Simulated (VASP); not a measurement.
# MoS2 (P1) in VASP: a series of runs

Runs on MoS2. Level: PBE+D3(BJ). Tasks: single point.

Program: VASP 6.6.1. These are calculated values, not measurements. Logs are shortened: lines on timing, memory, paths and dates and some standing lists are left out, and cuts for length are marked.

## Step 1: The cell of the first run

The typed cell holds 6 atoms: a = 3.149 Å, b = 3.149 Å, c = 13.646 Å, α = 77.22°, β = 81.15°, γ = 60.00°.

## Step 2: Single point, PBE+D3(BJ)

Contents of INCAR:

```
PREC     = Accurate       # precision mode
ENCUT    = 520            # plane-wave cutoff, eV
EDIFF    = 1E-6           # SCF threshold, eV
ISMEAR   = 0              # smearing method
SIGMA    = 0.05           # smearing width, eV
LREAL    = False          # projectors in reciprocal space
LASPH    = True           # aspherical terms in the spheres
NELM     = 80             # most SCF steps
ALGO     = Normal         # electronic algorithm
ISIF     = 2              # what is computed and relaxed
LWAVE    = False          # write WAVECAR
LCHARG   = True           # write CHGCAR
GGA      = PE             # functional
IVDW     = 12             # dispersion correction
LELF     = True           # ELF
LVHAR    = True         
NBANDS   = 35             # bands
```

Contents of KPOINTS:

```
Automatic mesh
0
Gamma
  10 10 2
```

Contents of POSCAR:

```
MoS2
1.0
   -3.1494847632      0.0000000000      0.0000000000
   -1.5747423816     -2.7275338138      0.0000000000
   -2.0996565088     -2.2729448448     13.2900638030
Mo S
2 4
Direct
   -0.0147375000     -0.0491250000      0.0589500000
   -0.1397375000     -0.4657916667      0.5589500000
    0.1641222564     -0.2307035897      0.6768443076
    0.2891222564      0.1859630770      0.1768443076
    0.0980694102     -0.4508797437      0.9410556924
    0.2230694102     -0.0342130770      0.4410556924
```

Potentials or basis: VASP PAW PBE potentials, release 64 (Mo_sv, S).

Started as:

```bash
> cat potpaw_PBE.64/Mo_sv/POTCAR potpaw_PBE.64/S/POTCAR > POTCAR
> mpirun -np 1 vasp_std > vasp.out
```

OUTCAR:

```text
PREC = Accurate
   ENCUT = 520
   EDIFF = 1E-6
   ISMEAR = 0
   LREAL = False
   LASPH = True
   NELM = 80
   ISIF = 2
   GGA = PE
   IVDW = 12
 IVDW          = 12

 ion  position               nearest neighbor table
   1  0.985  0.951  0.059-   5 2.14   5 2.33   4 2.40   4 2.40   4 2.40   5 2.95
   2  0.860  0.534  0.559-   3 2.40   6 2.40   6 2.40   3 2.40   3 2.40   6 2.40
   3  0.164  0.769  0.677-   2 2.40   2 2.40   2 2.40
   4  0.289  0.186  0.177-   1 2.40   1 2.40   1 2.40
   5  0.098  0.549  0.941-   1 2.14   1 2.33   1 2.95
   6  0.223  0.966  0.441-   2 2.40   2 2.40   2 2.40

  LATTYP: Found a triclinic cell.
 ALAT       =     5.4550676276
 B/A-ratio  =     0.5773502692
 C/A-ratio  =     2.6835902216
 COS(alpha) =     0.0089642081
 COS(beta)  =     0.2173704944
 COS(gamma) =     0.8660254038

  Lattice vectors:

 A1 = (   0.0000000000,  -5.4550676276,   0.0000000000)
 A2 = (  -1.5747423816,  -2.7275338138,   0.0000000000)
 A3 = (   5.2491412720,  -3.1821227828, -13.2900638030)

Analysis of symmetry for initial positions (statically):
=====================================================================
 Subroutine PRICEL returns:
 Original cell was already a primitive cell.

 Routine SETGRP: Setting up the symmetry group for a
 triclinic supercell.

 Subroutine GETGRP returns: Found  1 space group operations
 (whereof  1 operations were pure point group operations)
 out of a pool of  2 trial point group operations.

The static configuration has the point symmetry C_1 .

Analysis of symmetry for dynamics (positions and initial velocities):
=====================================================================
 Subroutine PRICEL returns:
 Original cell was already a primitive cell.

 Routine SETGRP: Setting up the symmetry group for a
 triclinic supercell.

 Subroutine GETGRP returns: Found  1 space group operations
 (whereof  1 operations were pure point group operations)
 out of a pool of  2 trial point group operations.

The dynamic configuration has the point symmetry C_1 .

 Subroutine INISYM returns: Found  1 space group operations
 (whereof  1 operations are pure point group operations),
 and found     1 'primitive' translations

----------------------------------------------------------------------------------------

                                     Primitive cell

  volume of cell :     114.1660

  direct lattice vectors                    reciprocal lattice vectors
    -3.149484763  0.000000000  0.000000000    -0.317512252  0.183315784 -0.018811046
    -1.574742382 -2.727533814  0.000000000     0.000000000 -0.366631568 -0.062703486
    -2.099656509 -2.272944845 13.290063803     0.000000000  0.000000000  0.075244184

  length of vectors
     3.149484763  3.149484763 13.645535226     0.367113828  0.371954882  0.075244184

  position of ions in fractional coordinates (direct lattice)
     0.985262500  0.950875000  0.058950000
     0.860262500  0.534208333  0.558950000
     0.164122256  0.769296410  0.676844308
     0.289122256  0.185963077  0.176844308
     0.098069410  0.549120256  0.941055692
     0.223069410  0.965786923  0.441055692

  ion indices of the primitive-cell ions
   primitive index   ion index
                 1           1
                 2           2
                 3           3
                 4           4
                 5           5
                 6           6

----------------------------------------------------------------------------------------

 KPOINTS: Automatic mesh

Automatic generation of k-mesh.
 Grid dimensions read from file:
 generate k-points for:   10   10    2

 Generating k-lattice:

  Cartesian coordinates                     Fractional coordinates (reciprocal lattice)
    -0.031751225  0.018331578 -0.001881105     0.100000000 -0.000000000 -0.000000000
     0.000000000 -0.036663157 -0.006270349     0.000000000  0.100000000  0.000000000
     0.000000000  0.000000000  0.037622092     0.000000000  0.000000000  0.500000000

  Length of vectors
     0.036711383  0.037195488  0.037622092

  Shift w.r.t. Gamma in fractional coordinates (k-lattice)
     0.000000000  0.000000000  0.000000000

 Subroutine IBZKPT returns following result:
 ===========================================

 Found    104 irreducible k-points:

 Following reciprocal coordinates:
            Coordinates               Weight
  0.000000  0.000000  0.000000      1.000000
  0.100000  0.000000 -0.000000      2.000000
  0.200000  0.000000 -0.000000      2.000000
  0.300000 -0.000000 -0.000000      2.000000
  0.400000  0.000000 -0.000000      2.000000
  0.500000 -0.000000 -0.000000      1.000000
[... 16 lines left out ...]
 -0.400000  0.200000 -0.000000      2.000000
 -0.300000  0.200000 -0.000000      2.000000
 [... further k-points ...]
   k-points           NKPTS =    104   k-points in BZ     NKDIM =    104   number of bands    NBANDS=     35
   number of dos      NEDOS =    301   number of ions     NIONS =      6
   total plane-waves  NPLWV =  62208
   dimension x,y,z NGX =    24 NGY =   24 NGZ =  108
   dimension x,y,z NGXF=    48 NGYF=   48 NGZF=  216
   ions per type =               2   4
   NGX,Y,Z   is equivalent  to a cutoff of  12.67, 12.67, 13.16 a.u.
   NGXF,Y,Z  is equivalent  to a cutoff of  25.34, 25.34, 26.32 a.u.
 SYSTEM =  unknown system
   PREC   = accura    normal or accurate (medium, high low for compatibility)
   ISTART =      0    job   : 0-new  1-cont  2-samecut
   ICHARG =      2    charge: 1-file 2-atom 10-const
   ISPIN  =      1    spin polarized calculation?
   LNONCOLLINEAR =      F non collinear calculations
   LSORBIT =      F    spin-orbit coupling
   LASPH  =      T    aspherical Exc in radial PAW
   ENCUT  =  520.0 eV  38.22 Ry    6.18 a.u.   5.86  5.86 25.37*2*pi/ulx,y,z
   NELM   =     80;   NELMIN=  2; NELMDL= -5     # of ELM steps
   EDIFF  = 0.1E-05   stopping-criterion for ELM
   LREAL  =      F    real-space projection
   EDIFFG = 0.1E-04   stopping-criterion for IOM
   NSW    =      0    number of steps for IOM
   IBRION =     -1    ionic relax: 0-MD 1-quasi-New 2-CG
   NFREE  =      0    steps in history (QN), initial steepest desc. (CG)
   ISIF   =      2    stress and relaxation
   ISYM   =      2    0-nonsym 1-usesym 2-fastsym
   POTIM  = 0.5000    time-step for ionic-motion
   TEBEG  =    0.0;   TEEND  =   0.0 temperature during run
   PSTRESS=    0.0 pullay stress
   NELECT =      52.0000    total number of electrons
   NUPDOWN=      -1.0000    fix difference up-down
   EMIN   =  10.00;   EMAX   =-10.00  energy-range for DOS
   EFERMI =   0.00;   METHOD = LEGACY
   ISMEAR =     0;   SIGMA  =   0.05  broadening in eV -4-tet -1-fermi 0-gaus
   EFERMI_NEDOS =   21; number of points for ismear=-14 and -15
   IALGO  =     38    algorithm
   IMIX   =      4    mixing-type and parameters
     AMIX     =   0.40;   BMIX     =  1.00
     AMIX_MAG =   1.60;   BMIX_MAG =  1.00
  volume/ion in A,a.u.               =      19.03       128.41
  Fermi-wavevector in a.u.,A,eV,Ry     =   1.259593  2.380286 21.586670  1.586576
  Thomas-Fermi vector in A             =   2.393145
   LORBIT       =      0    0 simple, 1 ext, 2 COOP (PROOUT), +10 PAW based schemes
   GGA     = PE    functional components
   LHFCALC =     F    Hartree Fock is set to
   AEXX    =    0.0000 exact exchange contribution
   IVDW    =    12    specifies the selected vdW correction
   LEPSILON=     F    determine dielectric tensor
   LRPA    =     F    only Hartree local field effects (RPA)
 non-spin polarized calculation
 Gauss-broadening in eV      SIGMA  =   0.05
  energy-cutoff  :      520.00
  volume of cell :      114.17
 maximum number of plane-waves:      3099
   NGX = 11   NGY = 11   NGZ = 51

 number of electron      52.0000000 magnetization

 Free energy of the ion-electron system (eV)
  ---------------------------------------------------
  ext. energy  EPLUGINS =         0.00000000
  ---------------------------------------------------
  free energy    TOTEN  =       -41.99658356 eV

  energy without entropy =      -41.99596471  energy(sigma->0) =      -41.99627413

 E-fermi :   6.8121     XC(G=0): -10.2999

 val. band max:        6.8110709984   @ k =   0.1000   0.1000  -0.0000
 cond. band min:       6.8130092370   @ k =   0.1000   0.1000   0.5000
 fundamental gap:      0.0019382386
 Fermi energy:         6.8120849748

 k-point     1 :       0.0000    0.0000    0.0000
  band No.  band energies     occupation
      1     -54.7714      2.00000
      2     -54.6631      2.00000
      3     -28.9381      2.00000
      4     -28.9317      2.00000
      5     -28.6910      2.00000
      6     -28.6897      2.00000
[... 27 lines left out ...]
     34      10.4556      0.00000
     35      12.3855      0.00000

 k-point     2 :       0.1000    0.0000   -0.0000
  band No.  band energies     occupation
      1     -54.7673      2.00000
      2     -54.6591      2.00000
      3     -28.9301      2.00000
      4     -28.9260      2.00000
      5     -28.7302      2.00000
      6     -28.7002      2.00000
[... 27 lines left out ...]
     34      10.5356      0.00000
     35      13.0480      0.00000

 k-point     3 :       0.2000    0.0000   -0.0000
  band No.  band energies     occupation
      1     -54.7566      2.00000
      2     -54.6487      2.00000
      3     -28.9122      2.00000
      4     -28.9092      2.00000
      5     -28.8351      2.00000
      6     -28.7241      2.00000
[... 27 lines left out ...]
     34      10.6935      0.00000
     35      13.8005      0.00000
[... 723 lines left out ...]
 k-point    23 :      -0.4000    0.2000   -0.0000
  band No.  band energies     occupation
      1     -54.7250      2.00000
      2     -54.6171      2.00000
      3     -29.0544      2.00000
      4     -28.9325      2.00000
      5     -28.8897      2.00000
      6     -28.8751      2.00000
[... 27 lines left out ...]
     34      10.7896      0.00000
     35      12.2853      0.00000

 k-point    24 :      -0.3000    0.2000   -0.0000
  band No.  band energies     occupation
      1     -54.7283      2.00000
      2     -54.6203      2.00000
      3     -29.0363      2.00000
      4     -28.9188      2.00000
      5     -28.8932      2.00000
      6     -28.8546      2.00000
[... 27 lines left out ...]
     34      10.8281      0.00000
     35      12.9481      0.00000

 [... further k-points ...]

------------------------ aborting loop because EDIFF is reached ----------------------------------------

 Edisp (eV)   -2.38798

 E8    (eV) :    -0.9649

  FORCE on cell =-STRESS in cart. coord.  units (eV):
  Direction    XX          YY          ZZ          XY          YZ          ZX
  --------------------------------------------------------------------------------------
  -------------------------------------------------------------------------------------
  Total       0.97512     2.87739     4.98499     1.94182    -4.50657     1.22861
  in kB      13.68461    40.38052    69.95807    27.25100   -63.24410    17.24198
  external pressure =       41.34 kB  Pullay stress =        0.00 kB

 VOLUME and BASIS-vectors are now :
 -----------------------------------------------------------------------------
  energy-cutoff  :      520.00
  volume of cell :      114.17
      direct lattice vectors                 reciprocal lattice vectors
    -3.149484763  0.000000000  0.000000000    -0.317512252  0.183315784 -0.018811046
    -1.574742382 -2.727533814  0.000000000     0.000000000 -0.366631568 -0.062703486
    -2.099656509 -2.272944845 13.290063803     0.000000000  0.000000000  0.075244184

 POSITION                                       TOTAL-FORCE (eV/Angst)
 -----------------------------------------------------------------------------------
     -4.72423     -2.72753      0.78345         2.070939     -2.956342      3.127307
     -4.72423     -2.72753      7.42848         0.007757     -0.005279      0.003138
     -3.14948     -3.63671      8.99530        -0.000315     -0.000494     -0.003393
     -1.57474     -0.90918      2.35027        -0.640289      0.034613      0.096425
     -3.14948     -3.63671     12.50669        -1.435186      2.925874     -3.230437
     -3.14948     -3.63671      5.86166        -0.002906      0.001628      0.006959
 -----------------------------------------------------------------------------------
    total drift:                                0.000082     -0.000446     -0.000328

  FREE ENERGIE OF THE ION-ELECTRON SYSTEM (eV)
  ---------------------------------------------------
  free  energy   TOTEN  =       -44.3845679157 eV

  energy  without entropy=      -44.3839490565  energy(sigma->0) =      -44.38425849
```

Run time: 4.4 min. Hardware: 1 thread of AMD EPYC 9R45 (Zen 5), shared host; peak memory 0.43 GiB.

What came out:

```
Free energy                : -44.3846 eV
Pressure                   : 4.1 GPa
Largest force              : 4.776 eV/Å
Band gap on the k mesh     : zero (bands 26 and 27 overlap by 0.11 eV)
Dispersion energy per atom : -0.398 eV
```

Forces in eV/Å, atoms in the order of the input:
```
Mo   2.071 -2.956  3.127
Mo   0.008 -0.005  0.003
S    0.000  0.000 -0.003
S   -0.640  0.035  0.096
S   -1.435  2.926 -3.230
S   -0.003  0.002  0.007
```

Stress tensor (GPa, compression positive):
```
 1.37  2.73  1.72
 2.73  4.04 -6.32
 1.72 -6.32  7.00
```

Caveat: the cell stands under pressure; forces of over 1 eV/Å act on the atoms, so gaps and moduli don't describe the material at rest.

## Step 3: Single point, PBE+D3(BJ)

This run uses another cell than the first one, of the same volume but with other edges.

Contents of INCAR:

```
SYSTEM = MoS2
PREC = Accurate ; ENCUT = 520
EDIFF = 1E-6 ; ISMEAR = 0
SIGMA = 0.05 ; LREAL = .FALSE.
LASPH = .TRUE. ; NELM = 60
ALGO = Normal ; ISIF = 2
LWAVE = .FALSE. ; LCHARG = .FALSE.
GGA = PE ; IVDW = 12
NBANDS = 35
```

Contents of KPOINTS:

```
regular mesh
0
G
  10 10 2
  0 0 0
```

Contents of POSCAR:

```
MoS2
1.0
   -3.1494847632      0.0000000000      0.0000000000
   -1.5747423816     -2.7275338138      0.0000000000
   -0.5249141272     -0.4545889690     13.2900638030
Mo S
2 4
Direct
   -0.0049125000     -0.0098250000      0.0589500000
   -0.0465791667     -0.0931583333      0.5589500000
    0.2769296410      0.2205259487      0.6768443076
    0.3185963077      0.3038592821      0.1768443076
    0.2549120256      0.1764907179      0.9410556924
    0.2965786923      0.2598240513      0.4410556924
```

Potentials or basis: VASP PAW PBE potentials, release 64 (Mo_sv, S).

Started as:

```bash
> cat potpaw_PBE.64/Mo_sv/POTCAR potpaw_PBE.64/S/POTCAR > POTCAR
> mpirun -np 1 vasp_std > vasp.out
```

Wall time 2.8 min (1 thread of Intel Xeon 6975P-C (Granite Rapids), shared host); peak memory 0.45 GiB.

It converged, with:

```
Free energy                : -43.3319 eV
Pressure                   : 8.6 GPa
Largest force              : 10.564 eV/Å
Band gap on the k mesh     : zero (bands 26 and 27 overlap by 0.14 eV)
Dispersion energy per atom : -0.398 eV
```

Forces in eV/Å, atoms in the order of the input:
```
Mo   6.012  3.464  7.349
Mo   0.004  0.004  0.009
S    0.004  0.003 -0.004
S    0.584  0.079  0.093
S   -6.602 -3.549 -7.444
S   -0.002 -0.002 -0.003
```

Stress tensor (GPa, compression positive):
```
 7.23  1.74 15.73
 1.74  2.45  7.93
15.73  7.93 16.17
```

Levels at points of the mesh, in eV from the Fermi level:
| k point | band 23 | band 24 | band 25 | band 26 | band 27 | band 28 | band 29 | band 30 |
| --- | --- | --- | --- | --- | --- | --- | --- | --- |
| (0.00, 0.00, 0.00) | -2.11 | -1.27 | -0.89 | -0.48 | -0.06 | 1.35 | 1.78 | 1.78 |
| (0.50, 0.00, 0.00) | -2.45 | -1.97 | -1.67 | 0.08 | 0.59 | 1.31 | 1.70 | 1.76 |
| (0.00, 0.50, 0.00) | -2.13 | -1.97 | -1.68 | -0.02 | 0.91 | 1.31 | 1.64 | 1.74 |
| (0.50, 0.50, 0.00) | -1.99 | -1.95 | -1.67 | -1.27 | 1.31 | 1.36 | 1.71 | 1.98 |
| (0.00, 0.00, 0.50) | -2.40 | -1.07 | -0.93 | -0.50 | -0.06 | 1.35 | 1.78 | 1.78 |
| (0.50, 0.00, 0.50) | -2.37 | -1.97 | -1.66 | 0.08 | 0.59 | 1.31 | 1.71 | 1.79 |
| (0.00, 0.50, 0.50) | -2.14 | -1.97 | -1.64 | -0.02 | 0.91 | 1.31 | 1.64 | 1.79 |
| (0.50, 0.50, 0.50) | -1.97 | -1.86 | -1.69 | -1.30 | 1.31 | 1.36 | 1.79 | 1.91 |

Caveat: the cell stands under pressure; forces of over 1 eV/Å act on the atoms, so gaps and moduli don't describe the material at rest.
